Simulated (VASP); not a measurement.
# Si16Ge (a cell with a defect) in VASP: further runs

The runs below take Si16Ge (a cell with a defect) through single point, with PBEsol.

Program: VASP 6.6.1. These are calculated values, not measurements. Logs are shortened: lines on timing, memory, paths and dates and some standing lists are left out, and cuts for length are marked.

**1. The cell of the first run**

The cell holds a defect, 17 atoms: a = 7.679 Å, b = 7.679 Å, c = 7.679 Å, α = 60.00°, β = 60.00°, γ = 60.00°.

**2. Single point, PBEsol**

Contents of INCAR:

```
PREC     = Accurate       # precision mode
ENCUT    = 520            # plane-wave cutoff, eV
EDIFF    = 1E-6           # SCF threshold, eV
ISMEAR   = 0              # smearing method
SIGMA    = 0.02           # smearing width, eV
LREAL    = Auto         
LASPH    = T              # aspherical terms in the spheres
NELM     = 80             # most SCF steps
ALGO     = Normal         # electronic algorithm
ISIF     = 2              # what is computed and relaxed
LWAVE    = F              # write WAVECAR
LCHARG   = F              # write CHGCAR
GGA      = PS             # functional
NBANDS   = 53             # bands
```

Contents of KPOINTS:

```
Automatic mesh
0
Gamma
  2 2 2
```

Contents of POSCAR:

```
Si16Ge
1.0
    0.0000000000      5.4300000000      5.4300000000
    5.4300000000      0.0000000000      5.4300000000
    5.4300000000      5.4300000000      0.0000000000
Si Ge
16 1
Direct
    0.0109893124     -0.0356095073      0.0124980632
    0.1134468768      0.1130067055      0.1604663032
   -0.0718268389      0.0237362900      0.5242699012
    0.1131212756      0.1132241680      0.6137327489
    0.0110445857      0.5120043774      0.0124565570
    0.1970003775      0.6007830993      0.1013487129
    0.0113310252      0.5117516847      0.4650899055
    0.1130651326      0.6598190801      0.6137750572
    0.4854879061     -0.0022169097      0.0189009453
    0.6388573860      0.1061134368      0.1276573251
    0.4852018719     -0.0021911604      0.4980770176
    0.5481134563      0.1506230230      0.6506449414
    0.5772973640      0.4742881004     -0.0258593179
    0.6389058153      0.6273330841      0.1276675328
    0.4851522478      0.5189217433      0.4980747506
    0.6391560563      0.6274272258      0.6059407853
    0.0608840493      0.3125890590      0.8137588706
```

Potentials or basis: VASP PAW PBE potentials, release 64 (Si, Ge_d).

The run is started by

```
$ cat potpaw_PBE.64/Si/POTCAR potpaw_PBE.64/Ge_d/POTCAR > POTCAR
$ mpirun -np 1 vasp_std > vasp.out
```

OUTCAR:

```text
PREC = Accurate
   ENCUT = 520
   EDIFF = 1E-6
   ISMEAR = 0
   LREAL = Auto
   LASPH = T
   NELM = 80
   ISIF = 2
   GGA = PS

 ion  position               nearest neighbor table
   1  0.011  0.964  0.012-   6 2.32  10 2.34  17 2.45   4 2.51   2 2.51
   2  0.113  0.113  0.160-   3 2.32   9 2.34  17 2.44   5 2.51   1 2.51
   3  0.928  0.024  0.524-   2 2.32   4 2.32   8 2.32  12 2.38
   4  0.113  0.113  0.614-   3 2.32  11 2.34  17 2.45   7 2.51   1 2.51
   5  0.011  0.512  0.012-   6 2.32  14 2.34  17 2.45   8 2.51   2 2.51
   6  0.197  0.601  0.101-   1 2.32   5 2.32   7 2.32  13 2.38
   7  0.011  0.512  0.465-   6 2.32  16 2.34  17 2.45   8 2.51   4 2.51
   8  0.113  0.660  0.614-   3 2.32  15 2.34  17 2.45   7 2.51   5 2.51
   9  0.485  0.998  0.019-  14 2.33  10 2.33   2 2.34  12 2.34
  10  0.639  0.106  0.128-  11 2.33   9 2.33   1 2.34  13 2.34
  11  0.485  0.998  0.498-  16 2.33  10 2.33   4 2.34  12 2.34
  12  0.548  0.151  0.651-  15 2.34  11 2.34   9 2.34   3 2.38
  13  0.577  0.474  0.974-  16 2.34  14 2.34  10 2.34   6 2.38  17 3.03
  14  0.639  0.627  0.128-  15 2.33   9 2.33   5 2.34  13 2.34
  15  0.485  0.519  0.498-  16 2.33  14 2.33   8 2.34  12 2.34
  16  0.639  0.627  0.606-  15 2.33  11 2.33   7 2.34  13 2.34
  17  0.061  0.313  0.814-   2 2.44   1 2.45   4 2.45   5 2.45   8 2.45   7 2.45  13 3.03

  LATTYP: Found a face centered cubic cell.
 ALAT       =    10.8600000000

  Lattice vectors:

 A1 = (   0.0000000000,   5.4300000000,   5.4300000000)
 A2 = (   5.4300000000,   0.0000000000,   5.4300000000)
 A3 = (   5.4300000000,   5.4300000000,   0.0000000000)

Analysis of symmetry for initial positions (statically):
=====================================================================
 Subroutine PRICEL returns:
 Original cell was already a primitive cell.

 Routine SETGRP: Setting up the symmetry group for a
 face centered cubic supercell.

 Subroutine GETGRP returns: Found  1 space group operations
 (whereof  1 operations were pure point group operations)
 out of a pool of 48 trial point group operations.

The static configuration has the point symmetry C_1 .

Analysis of symmetry for dynamics (positions and initial velocities):
=====================================================================
 Subroutine PRICEL returns:
 Original cell was already a primitive cell.

 Routine SETGRP: Setting up the symmetry group for a
 face centered cubic supercell.

 Subroutine GETGRP returns: Found  1 space group operations
 (whereof  1 operations were pure point group operations)
 out of a pool of 48 trial point group operations.

The dynamic configuration has the point symmetry C_1 .

 Subroutine INISYM returns: Found  1 space group operations
 (whereof  1 operations are pure point group operations),
 and found     1 'primitive' translations

----------------------------------------------------------------------------------------

                                     Primitive cell

  volume of cell :     320.2060

  direct lattice vectors                    reciprocal lattice vectors
     0.000000000  5.430000000  5.430000000    -0.092081031  0.092081031  0.092081031
     5.430000000  0.000000000  5.430000000     0.092081031 -0.092081031  0.092081031
     5.430000000  5.430000000  0.000000000     0.092081031  0.092081031 -0.092081031

  length of vectors
     7.679179644  7.679179644  7.679179644     0.159489025  0.159489025  0.159489025

  position of ions in fractional coordinates (direct lattice)
     0.010989312  0.964390493  0.012498063
     0.113446877  0.113006705  0.160466303
     0.928173161  0.023736290  0.524269901
     0.113121276  0.113224168  0.613732749
     0.011044586  0.512004377  0.012456557
     0.197000377  0.600783099  0.101348713
[... 9 lines left out ...]
     0.639156056  0.627427226  0.605940785
     0.060884049  0.312589059  0.813758871

  ion indices of the primitive-cell ions
   primitive index   ion index
                 1           1
                 2           2
                 3           3
                 4           4
                 5           5
                 6           6
[... 9 lines left out ...]
                16          16
                17          17

----------------------------------------------------------------------------------------

 KPOINTS: Automatic mesh

Automatic generation of k-mesh.
 Grid dimensions read from file:
 generate k-points for:    2    2    2

 Generating k-lattice:

  Cartesian coordinates                     Fractional coordinates (reciprocal lattice)
    -0.046040516  0.046040516  0.046040516     0.500000000  0.000000000  0.000000000
     0.046040516 -0.046040516  0.046040516     0.000000000  0.500000000  0.000000000
     0.046040516  0.046040516 -0.046040516     0.000000000  0.000000000  0.500000000

  Length of vectors
     0.079744512  0.079744512  0.079744512

  Shift w.r.t. Gamma in fractional coordinates (k-lattice)
     0.000000000  0.000000000  0.000000000

 Subroutine IBZKPT returns following result:
 ===========================================

 Found      8 irreducible k-points:

 Following reciprocal coordinates:
            Coordinates               Weight
  0.000000  0.000000  0.000000      1.000000
  0.500000  0.000000  0.000000      1.000000
  0.000000  0.500000  0.000000      1.000000
  0.000000  0.000000  0.500000      1.000000
  0.500000  0.500000  0.500000      1.000000
  0.500000  0.500000  0.000000      1.000000
  0.000000  0.500000  0.500000      1.000000
  0.500000  0.000000  0.500000      1.000000
   k-points           NKPTS =      8   k-points in BZ     NKDIM =      8   number of bands    NBANDS=     53
   number of dos      NEDOS =    301   number of ions     NIONS =     17
   total plane-waves  NPLWV = 216000
   dimension x,y,z NGX =    60 NGY =   60 NGZ =   60
   dimension x,y,z NGXF=   120 NGYF=  120 NGZF=  120
   ions per type =              16   1
   NGX,Y,Z   is equivalent  to a cutoff of  12.99, 12.99, 12.99 a.u.
   NGXF,Y,Z  is equivalent  to a cutoff of  25.98, 25.98, 25.98 a.u.
 SYSTEM =  unknown system
   PREC   = accura    normal or accurate (medium, high low for compatibility)
   ISTART =      0    job   : 0-new  1-cont  2-samecut
   ICHARG =      2    charge: 1-file 2-atom 10-const
   ISPIN  =      1    spin polarized calculation?
   LNONCOLLINEAR =      F non collinear calculations
   LSORBIT =      F    spin-orbit coupling
   LASPH  =      T    aspherical Exc in radial PAW
   ENCUT  =  520.0 eV  38.22 Ry    6.18 a.u.  14.28 14.28 14.28*2*pi/ulx,y,z
   NELM   =     80;   NELMIN=  2; NELMDL= -5     # of ELM steps
   EDIFF  = 0.1E-05   stopping-criterion for ELM
   LREAL  =      T    real-space projection
   EDIFFG = 0.1E-04   stopping-criterion for IOM
   NSW    =      0    number of steps for IOM
   IBRION =     -1    ionic relax: 0-MD 1-quasi-New 2-CG
   NFREE  =      0    steps in history (QN), initial steepest desc. (CG)
   ISIF   =      2    stress and relaxation
   ISYM   =      2    0-nonsym 1-usesym 2-fastsym
   POTIM  = 0.5000    time-step for ionic-motion
   TEBEG  =    0.0;   TEEND  =   0.0 temperature during run
   PSTRESS=    0.0 pullay stress
   NELECT =      78.0000    total number of electrons
   NUPDOWN=      -1.0000    fix difference up-down
   EMIN   =  10.00;   EMAX   =-10.00  energy-range for DOS
   EFERMI =   0.00;   METHOD = LEGACY
   ISMEAR =     0;   SIGMA  =   0.02  broadening in eV -4-tet -1-fermi 0-gaus
   EFERMI_NEDOS =   21; number of points for ismear=-14 and -15
   IALGO  =     38    algorithm
   IMIX   =      4    mixing-type and parameters
     AMIX     =   0.40;   BMIX     =  1.00
     AMIX_MAG =   1.60;   BMIX_MAG =  1.00
  volume/ion in A,a.u.               =      18.84       127.11
  Fermi-wavevector in a.u.,A,eV,Ry     =   1.022421  1.932096 14.222785  1.045345
  Thomas-Fermi vector in A             =   2.156100
   LORBIT       =      0    0 simple, 1 ext, 2 COOP (PROOUT), +10 PAW based schemes
   GGA     = PS    functional components
   LHFCALC =     F    Hartree Fock is set to
   AEXX    =    0.0000 exact exchange contribution
   IVDW    =     0    specifies the selected vdW correction
   LEPSILON=     F    determine dielectric tensor
   LRPA    =     F    only Hartree local field effects (RPA)
 non-spin polarized calculation
 Gauss-broadening in eV      SIGMA  =   0.02
  energy-cutoff  :      520.00
  volume of cell :      320.21
 maximum number of plane-waves:      8646
 NGX is ok and might be reduce to    60
   NGX = 29   NGY = 29   NGZ = 29

 number of electron      78.0000000 magnetization

 Free energy of the ion-electron system (eV)
  ---------------------------------------------------
  ext. energy  EPLUGINS =         0.00000000
  ---------------------------------------------------
  free energy    TOTEN  =       -92.47225063 eV

  energy without entropy =      -92.47225063  energy(sigma->0) =      -92.47225063

 E-fermi :   6.5017     XC(G=0):  -9.9076

 val. band max:        6.4224776796   @ k =   0.5000   0.0000   0.0000
 cond. band min:       6.5823310197   @ k =   0.0000   0.0000   0.0000
 fundamental gap:      0.1598533401
 Fermi energy:         6.5017214029

 k-point     1 :       0.0000    0.0000    0.0000
  band No.  band energies     occupation
      1     -17.9288      2.00000
      2     -17.9288      2.00000
      3     -17.8004      2.00000
      4     -17.8004      2.00000
      5     -17.7961      2.00000
      6      -6.4207      2.00000
[... 43 lines left out ...]
     50       8.4996      0.00000
     51       8.7504      0.00000

 k-point     2 :       0.5000    0.0000    0.0000
  band No.  band energies     occupation
      1     -17.9288      2.00000
      2     -17.9288      2.00000
      3     -17.8004      2.00000
      4     -17.8004      2.00000
      5     -17.7961      2.00000
      6      -6.0737      2.00000
[... 316 lines left out ...]
 k-point     8 :       0.5000    0.0000    0.5000
  band No.  band energies     occupation
      1     -17.9288      2.00000
      2     -17.9288      2.00000
      3     -17.8004      2.00000
      4     -17.8004      2.00000
      5     -17.7961      2.00000
      6      -5.8935      2.00000
[... 43 lines left out ...]
     50      10.2542      0.00000
     51      10.3347      0.00000
 [bands above 51 left out]

------------------------ aborting loop because EDIFF is reached ----------------------------------------

  FORCE on cell =-STRESS in cart. coord.  units (eV):
  Direction    XX          YY          ZZ          XY          YZ          ZX
  --------------------------------------------------------------------------------------
  -------------------------------------------------------------------------------------
  Total        6.6266862      6.6283334      6.6250039      1.1388749     -1.1404346      1.1382621
  in kB       33.1571738     33.1654154     33.1487560      5.6984548     -5.7062590      5.6953886
  external PRESSURE =      33.1571151 kB  Pullay stress =       0.0000000 kB

 VOLUME and BASIS-vectors are now :
 -----------------------------------------------------------------------------
  energy-cutoff  :      520.00
  volume of cell :      320.21
      direct lattice vectors                 reciprocal lattice vectors
     0.000000000  5.430000000  5.430000000    -0.092081031  0.092081031  0.092081031
     5.430000000  0.000000000  5.430000000     0.092081031 -0.092081031  0.092081031
     5.430000000  5.430000000  0.000000000     0.092081031  0.092081031 -0.092081031

 POSITION                                       TOTAL-FORCE (eV/Angst)
 -----------------------------------------------------------------------------------
      5.30450      0.12754      5.29631         0.008253     -0.003976      0.024707
      1.48496      1.48735      1.22964        -0.005822     -0.024969      0.004670
      2.97567      7.88677      5.16887        -0.005882      0.003895      0.006277
      3.94738      3.94682      1.22906         0.022061      0.007265      0.003200
      2.84782      0.12761      2.84016        -0.024138     -0.003698     -0.008355
      3.81258      1.62004      4.33196         0.003041     -0.004596     -0.002757
[... 9 lines left out ...]
      6.69719      6.76088      6.87755         0.000210     -0.010997      0.000194
      6.11607      4.74931      2.02796        -0.005189     -0.005424      0.007224
 -----------------------------------------------------------------------------------
    total drift:                                0.003066     -0.003426     -0.005201

  FREE ENERGIE OF THE ION-ELECTRON SYSTEM (eV)
  ---------------------------------------------------
  free  energy   TOTEN  =       -92.4722506270 eV

  energy  without entropy=      -92.4722506265  energy(sigma->0) =      -92.47225063
```

Wall time 2.8 min (1 thread of AMD EPYC 9R14 (Zen 4), shared host); peak memory 0.46 GiB.

What came out:

* Free energy: -92.4723 eV
* Pressure: 3.3 GPa
* Largest force: 0.032 eV/Å
* Band gap on the k mesh: 0.16 eV

Forces on the atoms (eV/Å):
```
Si   0.008 -0.004  0.025
Si  -0.006 -0.025  0.005
Si  -0.006  0.004  0.006
Si   0.022  0.007  0.003
Si  -0.024 -0.004 -0.008
Si   0.003 -0.005 -0.003
Si   0.005  0.019 -0.005
Si  -0.004  0.007 -0.022
Si   0.006  0.013 -0.005
Si  -0.004  0.002 -0.013
Si  -0.011 -0.005 -0.001
Si   0.018 -0.014 -0.019
Si  -0.016  0.023  0.015
Si   0.013  0.001  0.005
Si   0.001 -0.004  0.011
Si   0.000 -0.011  0.000
Ge  -0.005 -0.005  0.007
```

Levels at points of the mesh, in eV from the valence-band top:
```tsv
k point	band 37	band 38	band 39	band 40	band 41	band 42
(0.00, 0.00, 0.00)	-0.28	-0.25	-0.25	0.16	0.16	0.51
(0.50, 0.00, 0.00)	-0.90	-0.90	0.00	0.65	0.65	1.41
(0.00, 0.50, 0.00)	-1.05	-0.50	-0.17	0.49	0.97	1.11
(0.00, 0.00, 0.50)	-1.05	-0.50	-0.17	0.49	0.97	1.11
(0.50, 0.50, 0.50)	-1.05	-0.50	-0.17	0.49	0.97	1.11
(0.50, 0.50, 0.00)	-1.38	-0.32	-0.01	0.67	1.66	1.67
(0.00, 0.50, 0.50)	-1.38	-0.32	-0.01	0.67	1.66	1.67
(0.50, 0.00, 0.50)	-1.38	-0.32	-0.01	0.67	1.66	1.67
```

Caveat: the k points lie up to 0.50 Å⁻¹ apart; the PAW data sets were made with another functional, which shifts forces and pressure a little.

**3. Single point, PBEsol**

Contents of INCAR:

```
SYSTEM = Si16Ge
ALGO     = Normal         ! electronic algorithm
EDIFF    = 1E-7           ! SCF threshold, eV
ENCUT    = 520            ! plane-wave cutoff, eV
GGA      = PS             ! functional
ISIF     = 2              ! what is computed and relaxed
ISMEAR   = 0              ! smearing method
LASPH    = .TRUE.         ! aspherical terms in the spheres
LCHARG   = .TRUE.         ! write CHGCAR
LELF     = .TRUE.         ! ELF
LREAL    = Auto         
LVHAR    = .TRUE.       
LWAVE    = .FALSE.        ! write WAVECAR
NBANDS   = 53             ! bands
NELM     = 60             ! most SCF steps
PREC     = Accurate       ! precision mode
SIGMA    = 0.02           ! smearing width, eV
```

Contents of KPOINTS:

```
k-points
0
G
  2 2 2
  0 0 0
```

Contents of POSCAR:

```
Si16Ge
1.0
    0.0000000000      5.4300000000      5.4300000000
    5.4300000000      0.0000000000      5.4300000000
    5.4300000000      5.4300000000      0.0000000000
Si Ge
16 1
Direct
   -0.0018309834     -0.0028064064      0.0191048136
    0.1138292543      0.1127257326      0.1601654238
    0.0250171836      0.0239153782      0.5239475322
    0.1521150216      0.1509097335      0.6509414487
   -0.0344393017      0.5111588035      0.0112013651
    0.1063925169      0.6268868801      0.1269121758
   -0.0018274754      0.5190739332      0.4972191564
    0.1138425969      0.6601346164      0.6127431814
    0.5120302680     -0.0355854213      0.0113146327
    0.6278925512      0.1051044665      0.1269537718
    0.5203247687     -0.0028346487      0.4971874217
    0.6611725813      0.1128386026      0.6128425173
    0.4746469093      0.4733819948     -0.0265894692
    0.6016408305      0.6004245005      0.1004489734
    0.5120445540      0.5112846962      0.4644377418
    0.6278944101      0.6269302999      0.6051357290
    0.3125792841      0.3115858685      0.8116102148
```

Potentials or basis: VASP PAW PBE potentials, release 64 (Si, Ge_d).

The run is started by

```
$ cat potpaw_PBE.64/Si/POTCAR potpaw_PBE.64/Ge_d/POTCAR > POTCAR
$ mpirun -np 1 vasp_std > vasp.out
```

It took 3.2 min on 1 thread of AMD EPYC 9R14 (Zen 4), shared host; peak memory 0.45 GiB.

Results (log left out):

| Quantity | Value |
| --- | --- |
| Free energy | -92.4726 eV |
| Pressure | 3.3 GPa |
| Largest force | 0.033 eV/Å |
| Band gap on the k mesh | 0.18 eV |

Forces on the atoms (eV/Å):
```
Si  -0.008 -0.005  0.002
Si   0.002 -0.003 -0.010
Si   0.013  0.011  0.011
Si   0.001 -0.002 -0.001
Si   0.011  0.003  0.004
Si  -0.010  0.003  0.003
Si  -0.008  0.002 -0.005
Si   0.002 -0.010 -0.004
Si  -0.003  0.008  0.005
Si   0.005 -0.004  0.009
Si   0.002 -0.011 -0.011
Si  -0.005  0.002  0.002
Si   0.009  0.004  0.004
Si  -0.017 -0.020 -0.020
Si  -0.002  0.005  0.008
Si   0.005  0.009 -0.004
Ge   0.003  0.005  0.005
```

Stress tensor (GPa, compression positive):
```
 3.28 -0.59 -0.59
-0.59  3.27 -0.58
-0.59 -0.58  3.27
```

Levels at points of the mesh, in eV from the valence-band top:
| k point | band 35 | band 36 | band 37 | band 38 | band 39 | band 40 | band 41 | band 42 | band 43 | band 44 |
| --- | --- | --- | --- | --- | --- | --- | --- | --- | --- | --- |
| (0.00, 0.00, 0.00) | -1.07 | -0.80 | -0.25 | -0.24 | -0.23 | 0.18 | 0.18 | 0.54 | 0.54 | 1.05 |
| (0.50, 0.00, 0.00) | -1.13 | -1.11 | -1.03 | -0.48 | -0.15 | 0.51 | 0.98 | 1.13 | 1.34 | 1.55 |
| (0.00, 0.50, 0.00) | -1.13 | -1.11 | -1.03 | -0.48 | -0.15 | 0.50 | 0.98 | 1.13 | 1.34 | 1.55 |
| (0.00, 0.00, 0.50) | -1.13 | -1.11 | -1.03 | -0.48 | -0.15 | 0.50 | 0.98 | 1.13 | 1.34 | 1.55 |
| (0.50, 0.50, 0.50) | -0.95 | -0.95 | -0.89 | -0.89 | 0.00 | 0.66 | 0.66 | 1.43 | 1.52 | 1.52 |
| (0.50, 0.50, 0.00) | -1.57 | -1.48 | -1.35 | -0.30 | 0.00 | 0.68 | 1.68 | 1.69 | 2.02 | 2.14 |
| (0.00, 0.50, 0.50) | -1.57 | -1.48 | -1.35 | -0.30 | 0.00 | 0.68 | 1.68 | 1.69 | 2.02 | 2.14 |
| (0.50, 0.00, 0.50) | -1.57 | -1.48 | -1.35 | -0.30 | 0.00 | 0.68 | 1.68 | 1.69 | 2.02 | 2.14 |

Caveat: the k points lie up to 0.50 Å⁻¹ apart; the PAW data sets were made with another functional, which shifts forces and pressure a little.
